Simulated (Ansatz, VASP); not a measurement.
AlCo: VASP beside Ansatz

```
Al Co
1.0
     2.81940    0.00000    0.00000
     0.00000    2.81940    0.00000
     0.00000    0.00000    2.81940
Al Co
1 1
Direct
  0.00000 0.00000 0.00000
  0.47492 0.47492 0.42906
```

Alike in both runs: task single point; functional PBEsol; k mesh 16 × 16 × 16; occupations gaussian, width 0.15 eV; no spin polarisation.

|  | VASP | Ansatz |
| --- | --- | --- |
| version | VASP 6.6.1 | Ansatz 0.2.0 |
| potentials or method | VASP PAW PBE potentials, release 64 (Al, Co), cutoff 520 eV | scalar-relativistic, plane waves, PAW |
| valence electrons in the cell | 12 | 20 |

Ansatz gave:

| Property | Result |
| --- | --- |
| gap on the k mesh at the Fermi level (eV) | none |
| pressure (GPa) | 4.8 |
| traceless stress, the component that is largest in VASP (GPa) | 2.64 |
| rms of the force components (eV/Å) | 1.081 |

What did VASP give for the same quantities?

gap on the k mesh at the Fermi level (eV): none; pressure (GPa): 4.8; traceless stress, the component that is largest in VASP (GPa): 2.67; rms of the force components (eV/Å): 1.088.

VASP's potentials were made for PBE, not for PBEsol. Atom by atom the forces differ by 0.007 eV/Å (rms over components). A gap of «none» marks a metal or a gap that the smearing closes. VASP's potentials hold 12 valence electrons a cell and Ansatz's 20, so a difference there can come from the potentials and not from the codes.
